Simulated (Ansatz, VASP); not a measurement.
# SrTlBr3: VASP beside Ansatz

The input INCAR:

```
  PREC = Accurate
  ENCUT = 600
  EDIFF = 1E-6
  ISMEAR = 0
  SIGMA = 0.1
  LREAL = F
  LASPH = T
  NELM = 100
  ALGO = Fast
  ISIF = 3
  LWAVE = F
  LCHARG = F
  GGA = PE
  IBRION = 2
  NSW = 100
  EDIFFG = -0.01
```

Contents of KPOINTS:

```
regular mesh
0
Gamma
  6 6 6
```

Contents of POSCAR:

```
SrTlBr3
1.0
    5.9077208487      0.0000000000      0.0000000000
    0.0000000000      5.9077208487      0.0000000000
    0.0000000000      0.0000000000      5.9077208487
Sr Tl Br
1 1 3
Direct
    0.0000000000      0.0000000000      0.0000000000
    0.5000000000      0.5000000000      0.5000000000
    0.0000000000      0.5000000000      0.5000000000
    0.5000000000      0.0000000000      0.5000000000
    0.5000000000      0.5000000000      0.0000000000
```

Input for Ansatz:

```yaml
crystal:
  lattice:
    - [5.9077208487, 0.0, 0.0]
    - [0.0, 5.9077208487, 0.0]
    - [0.0, 0.0, 5.9077208487]
  atoms:
    - { symbol: Sr, position: [0.0, 0.0, 0.0] }
    - { symbol: Tl, position: [0.5, 0.5, 0.5] }
    - { symbol: Br, position: [0.0, 0.5, 0.5] }
    - { symbol: Br, position: [0.5, 0.0, 0.5] }
    - { symbol: Br, position: [0.5, 0.5, 0.0] }
basis:
  ecutwfc: 420
kpoints:
  mp_grid: { grid: [6, 6, 6] }
hamiltonian:
  xc: pbe
scf:
  occupations: { method: gaussian, width: 0.1 }
output:
  forces: true
  stress: true
  eigenvalues: true
  write_density: true
  write_potential: true
  elf: true
  volumetric_format: npy
relax:
  adjacent_minimum: "off"
  f_tol: 0.01
  max_steps: 80
  cell: { stress_tol: 0.05 }
```

Change from the starting cell: species swapped into the CsHgBr3 type (Pm-3m, No. 221).

Alike in both runs: task relaxation of cell and atoms; functional PBE; k mesh 6 × 6 × 6; occupations gaussian, width 0.1 eV; no spin polarisation.

|  | VASP | Ansatz |
| --- | --- | --- |
| version | VASP 6.6.1 | Ansatz 0.2.0 |
| potentials or method | VASP PAW PBE potentials, release 64 (Sr_sv, Tl_d, Br), cutoff 600 eV | scalar-relativistic, plane waves, PAW |
| valence electrons in the cell | 44 | 44 |

```csv
,VASP,Ansatz,Ansatz less VASP
"gap on the k mesh at the Fermi level, each at its own relaxed structure (eV)",none,none,-
relaxed volume (Å³/atom),42.07,42.05,-0.019
relaxed length of the cell vector where the two differ most in proportion (Å),5.947,5.946,-0.0009
```

A gap of «none» marks a metal or a gap that the smearing closes.

Spin-orbit coupling is off throughout.
